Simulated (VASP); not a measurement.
# GeMo2 (Fm-3m) in VASP: notebook, part 2 of 3

VASP 6.6.1.

## 3. Single point, PBE

This run uses another cell than the first one, of 18.19 Å³/atom, 1.038 times its volume.

The input, INCAR:

```
ALGO = Fast
EDIFF = 1E-7
ENCUT = 520
GGA = PE
ISIF = 2
ISMEAR = 0
LASPH = True
LCHARG = False
LREAL = False
LWAVE = False
NBANDS = 28
NELM = 100
PREC = Accurate
SIGMA = 0.1
```

The input, KPOINTS:

```
k-points
0
Gamma
  6 6 6
```

The input, POSCAR:

```
GeMo2
1.0
    0.0000000000      3.0103493600      3.0103493600
    3.0103493600      0.0000000000      3.0103493600
    3.0103493600      3.0103493600      0.0000000000
Ge Mo
1 2
Direct
    0.5000000000      0.5000000000      0.5000000000
    0.2500000000      0.2500000000      0.2500000000
    0.7500000000      0.7500000000      0.7500000000
```

Potentials or basis: VASP PAW PBE potentials, release 64 (Ge_d, Mo_sv).

Launch:

```
cat potpaw_PBE.64/Ge_d/POTCAR potpaw_PBE.64/Mo_sv/POTCAR > POTCAR
mpirun -np 1 vasp_std > vasp.out
```

OUTCAR:

```text
EDIFF = 1E-7
   ENCUT = 520
   GGA = PE
   ISIF = 2
   ISMEAR = 0
   LASPH = True
   LREAL = False
   NELM = 100
   PREC = Accurate

 ion  position               nearest neighbor table
   1  0.500  0.500  0.500-   2 2.61   2 2.61   2 2.61   2 2.61   3 2.61   3 2.61   3 2.61   3 2.61

   2  0.250  0.250  0.250-   1 2.61   1 2.61   1 2.61   1 2.61   3 3.01   3 3.01   3 3.01   3 3.01
                             3 3.01   3 3.01
   3  0.750  0.750  0.750-   1 2.61   1 2.61   1 2.61   1 2.61   2 3.01   2 3.01   2 3.01   2 3.01
                             2 3.01   2 3.01

  LATTYP: Found a face centered cubic cell.
 ALAT       =     6.0206987200

  Lattice vectors:

 A1 = (   0.0000000000,   3.0103493600,   3.0103493600)
 A2 = (   3.0103493600,   0.0000000000,   3.0103493600)
 A3 = (   3.0103493600,   3.0103493600,   0.0000000000)

Analysis of symmetry for initial positions (statically):
=====================================================================
 Subroutine PRICEL returns:
 Original cell was already a primitive cell.

 Routine SETGRP: Setting up the symmetry group for a
 face centered cubic supercell.

 Subroutine GETGRP returns: Found 48 space group operations
 (whereof 48 operations were pure point group operations)
 out of a pool of 48 trial point group operations.

The static configuration has the point symmetry O_h .

Analysis of symmetry for dynamics (positions and initial velocities):
=====================================================================
 Subroutine PRICEL returns:
 Original cell was already a primitive cell.

 Routine SETGRP: Setting up the symmetry group for a
 face centered cubic supercell.

 Subroutine GETGRP returns: Found 48 space group operations
 (whereof 48 operations were pure point group operations)
 out of a pool of 48 trial point group operations.

The dynamic configuration has the point symmetry O_h .

 Subroutine INISYM returns: Found 48 space group operations
 (whereof 48 operations are pure point group operations),
 and found     1 'primitive' translations

----------------------------------------------------------------------------------------

                                     Primitive cell

  volume of cell :      54.5608

  direct lattice vectors                    reciprocal lattice vectors
     0.000000000  3.010349360  3.010349360    -0.166093679  0.166093679  0.166093679
     3.010349360  0.000000000  3.010349360     0.166093679 -0.166093679  0.166093679
     3.010349360  3.010349360  0.000000000     0.166093679  0.166093679 -0.166093679

  length of vectors
     4.257276892  4.257276892  4.257276892     0.287682691  0.287682691  0.287682691

  position of ions in fractional coordinates (direct lattice)
     0.500000000  0.500000000  0.500000000
     0.250000000  0.250000000  0.250000000
     0.750000000  0.750000000  0.750000000

  ion indices of the primitive-cell ions
   primitive index   ion index
                 1           1
                 2           2
                 3           3

----------------------------------------------------------------------------------------

 KPOINTS: k-points

Automatic generation of k-mesh.
 Grid dimensions read from file:
 generate k-points for:    6    6    6

 Generating k-lattice:

  Cartesian coordinates                     Fractional coordinates (reciprocal lattice)
    -0.027682280  0.027682280  0.027682280     0.166666667  0.000000000  0.000000000
     0.027682280 -0.027682280  0.027682280     0.000000000  0.166666667  0.000000000
     0.027682280  0.027682280 -0.027682280     0.000000000  0.000000000  0.166666667

  Length of vectors
     0.047947115  0.047947115  0.047947115

  Shift w.r.t. Gamma in fractional coordinates (k-lattice)
     0.000000000  0.000000000  0.000000000

 Subroutine IBZKPT returns following result:
 ===========================================

 Found     16 irreducible k-points:

 Following reciprocal coordinates:
            Coordinates               Weight
  0.000000  0.000000  0.000000      1.000000
  0.166667  0.000000  0.000000      8.000000
  0.333333  0.000000  0.000000      8.000000
  0.500000  0.000000  0.000000      4.000000
  0.166667  0.166667  0.000000      6.000000
  0.333333  0.166667  0.000000     24.000000
[... 8 lines left out ...]
 -0.333333  0.333333  0.166667     24.000000
 -0.333333  0.500000  0.166667     12.000000
   k-points           NKPTS =     16   k-points in BZ     NKDIM =     16   number of bands    NBANDS=     28
   number of dos      NEDOS =    301   number of ions     NIONS =      3
   total plane-waves  NPLWV =  32768
   dimension x,y,z NGX =    32 NGY =   32 NGZ =   32
   dimension x,y,z NGXF=    64 NGYF=   64 NGZF=   64
   ions per type =               1   2
   NGX,Y,Z   is equivalent  to a cutoff of  12.50, 12.50, 12.50 a.u.
   NGXF,Y,Z  is equivalent  to a cutoff of  24.99, 24.99, 24.99 a.u.
 SYSTEM =  unknown system
   PREC   = accura    normal or accurate (medium, high low for compatibility)
   ISTART =      0    job   : 0-new  1-cont  2-samecut
   ICHARG =      2    charge: 1-file 2-atom 10-const
   ISPIN  =      1    spin polarized calculation?
   LNONCOLLINEAR =      F non collinear calculations
   LSORBIT =      F    spin-orbit coupling
   LASPH  =      T    aspherical Exc in radial PAW
   ENCUT  =  520.0 eV  38.22 Ry    6.18 a.u.   7.92  7.92  7.92*2*pi/ulx,y,z
   NELM   =    100;   NELMIN=  2; NELMDL= -5     # of ELM steps
   EDIFF  = 0.1E-06   stopping-criterion for ELM
   LREAL  =      F    real-space projection
   EDIFFG = 0.1E-05   stopping-criterion for IOM
   NSW    =      0    number of steps for IOM
   IBRION =     -1    ionic relax: 0-MD 1-quasi-New 2-CG
   NFREE  =      0    steps in history (QN), initial steepest desc. (CG)
   ISIF   =      2    stress and relaxation
   ISYM   =      2    0-nonsym 1-usesym 2-fastsym
   POTIM  = 0.5000    time-step for ionic-motion
   TEBEG  =    0.0;   TEEND  =   0.0 temperature during run
   PSTRESS=    0.0 pullay stress
   NELECT =      42.0000    total number of electrons
   NUPDOWN=      -1.0000    fix difference up-down
   EMIN   =  10.00;   EMAX   =-10.00  energy-range for DOS
   EFERMI =   0.00;   METHOD = LEGACY
   ISMEAR =     0;   SIGMA  =   0.10  broadening in eV -4-tet -1-fermi 0-gaus
   EFERMI_NEDOS =   21; number of points for ismear=-14 and -15
   IALGO  =     68    algorithm
   IMIX   =      4    mixing-type and parameters
     AMIX     =   0.40;   BMIX     =  1.00
     AMIX_MAG =   1.60;   BMIX_MAG =  1.00
  volume/ion in A,a.u.               =      18.19       122.73
  Fermi-wavevector in a.u.,A,eV,Ry     =   1.500368  2.835284 30.628118  2.251103
  Thomas-Fermi vector in A             =   2.611877
   LORBIT       =      0    0 simple, 1 ext, 2 COOP (PROOUT), +10 PAW based schemes
   GGA     = PE    functional components
   LHFCALC =     F    Hartree Fock is set to
   AEXX    =    0.0000 exact exchange contribution
   IVDW    =     0    specifies the selected vdW correction
   LEPSILON=     F    determine dielectric tensor
   LRPA    =     F    only Hartree local field effects (RPA)
 non-spin polarized calculation
 RMM-DIIS sequential band-by-band and
 Gauss-broadening in eV      SIGMA  =   0.10
  energy-cutoff  :      520.00
  volume of cell :       54.56
 maximum number of plane-waves:      1484
   NGX = 15   NGY = 15   NGZ = 15

 number of electron      42.0000012 magnetization

 Free energy of the ion-electron system (eV)
  ---------------------------------------------------
  ext. energy  EPLUGINS =         0.00000000
  ---------------------------------------------------
  free energy    TOTEN  =       -24.53695956 eV

  energy without entropy =      -24.50825552  energy(sigma->0) =      -24.52260754

 E-fermi :   9.0634     XC(G=0): -12.0087

 val. band max:        9.0483779343   @ k =  -0.1667   0.1667   0.0000
 cond. band min:       9.0933443848   @ k =   0.3333   0.1667   0.0000
 fundamental gap:      0.0449664505
 Fermi energy:         9.0633585764

 k-point     1 :       0.0000    0.0000    0.0000
  band No.  band energies     occupation
      1     -51.9750      2.00000
      2     -51.8679      2.00000
      3     -26.1759      2.00000
      4     -26.1759      2.00000
      5     -26.1759      2.00000
      6     -25.8660      2.00000
[... 20 lines left out ...]
     27      15.1908      0.00000
[... 443 lines left out ...]
      6     -25.9312      2.00000
[... 20 lines left out ...]
     27      12.6396      0.00000
     28      16.8287      0.00000

------------------------ aborting loop because EDIFF is reached ----------------------------------------

  FORCE on cell =-STRESS in cart. coord.  units (eV):
  Direction    XX          YY          ZZ          XY          YZ          ZX
  --------------------------------------------------------------------------------------
  -------------------------------------------------------------------------------------
  Total       -1.9470657     -1.9470657     -1.9470657      0.0000000      0.0000000     -0.0000000
  in kB      -57.1755701    -57.1755701    -57.1755701      0.0000000      0.0000000     -0.0000000
  external PRESSURE =     -57.1755701 kB  Pullay stress =       0.0000000 kB

 VOLUME and BASIS-vectors are now :
 -----------------------------------------------------------------------------
  energy-cutoff  :      520.00
  volume of cell :       54.56
      direct lattice vectors                 reciprocal lattice vectors
     0.000000000  3.010349360  3.010349360    -0.166093679  0.166093679  0.166093679
     3.010349360  0.000000000  3.010349360     0.166093679 -0.166093679  0.166093679
     3.010349360  3.010349360  0.000000000     0.166093679  0.166093679 -0.166093679

 POSITION                                       TOTAL-FORCE (eV/Angst)
 -----------------------------------------------------------------------------------
      3.01035      3.01035      3.01035        -0.000000     -0.000000     -0.000000
      1.50517      1.50517      1.50517        -0.000000     -0.000000      0.000000
      4.51552      4.51552      4.51552         0.000000      0.000000      0.000000
 -----------------------------------------------------------------------------------
    total drift:                               -0.000000      0.000000      0.000000

  FREE ENERGIE OF THE ION-ELECTRON SYSTEM (eV)
  ---------------------------------------------------
  free  energy   TOTEN  =       -24.5369595574 eV

  energy  without entropy=      -24.5082555214  energy(sigma->0) =      -24.52260754
```

OSZICAR:

```text
N       E                     dE             d eps       ncg     rms          rms(c)
DAV:   1     0.481432524330E+03    0.48143E+03   -0.24470E+04  1152   0.319E+03
DAV:   2     0.166889444501E+02   -0.46474E+03   -0.45342E+03   940   0.772E+02
DAV:   3    -0.245594085277E+02   -0.41248E+02   -0.40055E+02  1012   0.153E+02
DAV:   4    -0.261163413025E+02   -0.15569E+01   -0.15337E+01  1092   0.304E+01
DAV:   5    -0.261462370958E+02   -0.29896E-01   -0.29871E-01  1016   0.463E+00    0.164E+01
RMM:   6    -0.245367998794E+02    0.16094E+01   -0.47390E+00  1103   0.121E+01    0.396E+00
RMM:   7    -0.245513960389E+02   -0.14596E-01   -0.99474E-01  1200   0.531E+00    0.136E+00
RMM:   8    -0.245425558053E+02    0.88402E-02   -0.13886E-01  1132   0.325E+00    0.752E-01
RMM:   9    -0.245365308416E+02    0.60250E-02   -0.28200E-02  1221   0.110E+00    0.135E-01
RMM:  10    -0.245371235634E+02   -0.59272E-03   -0.83750E-03  1290   0.628E-01    0.130E-01
RMM:  11    -0.245369554467E+02    0.16812E-03   -0.22050E-03  1179   0.344E-01    0.612E-02
RMM:  12    -0.245369560628E+02   -0.61615E-06   -0.40240E-04  1395   0.136E-01    0.307E-02
RMM:  13    -0.245369543934E+02    0.16694E-05   -0.13171E-04  1274   0.561E-02    0.625E-03
RMM:  14    -0.245369577402E+02   -0.33468E-05   -0.36224E-05  1288   0.242E-02    0.175E-03
RMM:  15    -0.245369590873E+02   -0.13471E-05   -0.12252E-05  1147   0.133E-02    0.211E-03
RMM:  16    -0.245369593734E+02   -0.28610E-06   -0.42824E-06  1030   0.732E-03    0.428E-04
RMM:  17    -0.245369595097E+02   -0.13633E-06   -0.15699E-06   777   0.369E-03    0.476E-04
RMM:  18    -0.245369595574E+02   -0.47735E-07   -0.62492E-07   753   0.221E-03
   1 F= -.24536960E+02 E0= -.24522608E+02  d E =-.287040E-01
```

stdout:

```text
POSCAR found type information on POSCAR GeMo
 POSCAR found :  2 types and       3 ions
 scaLAPACK will be used
 LDA part: xc-table for (Slater+PW92), standard interpolation
 POSCAR, INCAR and KPOINTS ok, starting setup
 FFT: planning ... GRIDC
 FFT: planning ... GRID_SOFT
 FFT: planning ... GRID
 WAVECAR not read
 entering main loop
WARNING in EDDRMM: call to ZHEGV failed, returncode =   6  3     21
 num prob  num prob RMM:  17    -0.245369595097E+02   -0.13633E-06   -0.15699E-06   777   0.369E-03    0.476E-04
 num prob  num prob RMM:  18    -0.245369595574E+02   -0.47735E-07   -0.62492E-07   753   0.221E-03
```

Wall time 36 s (1 thread of AMD EPYC 7R43 (Zen 3), shared host); peak memory 0.15 GiB.

What came out:

- Free energy: -24.5370 eV
- Pressure: -5.7 GPa
- Band gap on the k mesh: zero (band 21 reaches 10.61 eV, above the bottom of band 22 at 8.70 eV)

Levels at points of the mesh, in eV from the Fermi level:
```tsv
k point	band 18	band 19	band 20	band 21	band 22	band 23	band 24	band 25
(0.00, 0.00, 0.00)	-3.03	-3.03	1.55	1.55	1.55	2.04	3.16	3.16
(0.50, 0.00, 0.00)	-1.30	-1.30	-0.58	-0.37	-0.37	-0.32	-0.32	0.27
(0.50, 0.50, 0.00)	-2.28	-2.16	-2.16	0.05	0.05	0.87	0.87	1.75
```

(Continued in part 3 of 3.)
